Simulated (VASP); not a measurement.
A run of VASP 6.6.1 is set up as follows.

Contents of INCAR:

```
SYSTEM = KF
ALGO = Normal ; EDIFF = 1E-6
ENCUT = 520 ; GGA = PE
ISIF = 2 ; ISMEAR = 0
LASPH = .True. ; LCHARG = .False.
LREAL = .False. ; LWAVE = .False.
NBANDS = 15 ; NELM = 80
PREC = Accurate ; SIGMA = 0.02
```

Contents of KPOINTS:

```
k-points
0
Gamma
  8 8 8
  0 0 0
```

POSCAR

```
KF
1.0
    0.0000000000      2.6718500000      2.6718500000
    2.6718500000      0.0000000000      2.6718500000
    2.6718500000      2.6718500000      0.0000000000
K F
1 1
Direct
    0.0000000000      0.0000000000      0.0000000000
    0.5000000000      0.5000000000      0.5000000000
```

Potentials or basis: VASP PAW PBE potentials, release 64 (K_sv, F).

Run with:

```console
$ cat potpaw_PBE.64/K_sv/POTCAR potpaw_PBE.64/F/POTCAR > POTCAR
$ mpirun -np 1 vasp_std > vasp.out
```

Question: Estimate the band gap on the k mesh.

Answer: 6.17 eV, direct.

Question: Predict the pressure.

Answer: 1.4 GPa.

A k mesh can miss the band edges.
